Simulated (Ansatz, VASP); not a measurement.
**Two plane-wave programs on Ga2As2C**

```
CELL_PARAMETERS angstrom
4.06296 0.00000 0.00000
0.00000 4.06296 0.00000
0.00000 0.00000 21.39050
ATOMIC_POSITIONS crystal
As 0.00000 0.50000 0.18700
As 0.50000 0.00000 0.32648
Ga 0.50000 0.50000 0.25415
Ga 0.00000 0.00000 0.39225
C 0.50000 0.00000 0.44461
```

Alike in both runs: task single point; functional PBE; k mesh 7 × 7 × 1; occupations gaussian, width 0.05 eV; collinear spin.

|  | VASP | Ansatz |
| --- | --- | --- |
| version | VASP 6.6.1 | Ansatz 0.2.0 |
| potentials or method | VASP PAW PBE potentials, release 64 (As, Ga_d, C), cutoff 520 eV | scalar-relativistic, plane waves, PAW |
| valence electrons in the cell | 40 | 60 |

```tsv
	VASP	Ansatz	Ansatz less VASP
gap on the k mesh at the Fermi level (eV)	none	none	-
rms of the force components (eV/Å)	0.653	0.655	+0.0020
net moment per atom (μB)	0.22	0.22	-0.001
size of the moment on the site where the two differ most (μB)	0.44	0.63	+0.187
work function, face that differs most (eV)	5.53	5.53	-0.002
```

Site moments also hang on the region over which each program counts them. A gap of «none» marks a metal or a gap that the smearing closes. VASP's potentials hold 40 valence electrons a cell and Ansatz's 60, so a difference there can come from the potentials and not from the codes.
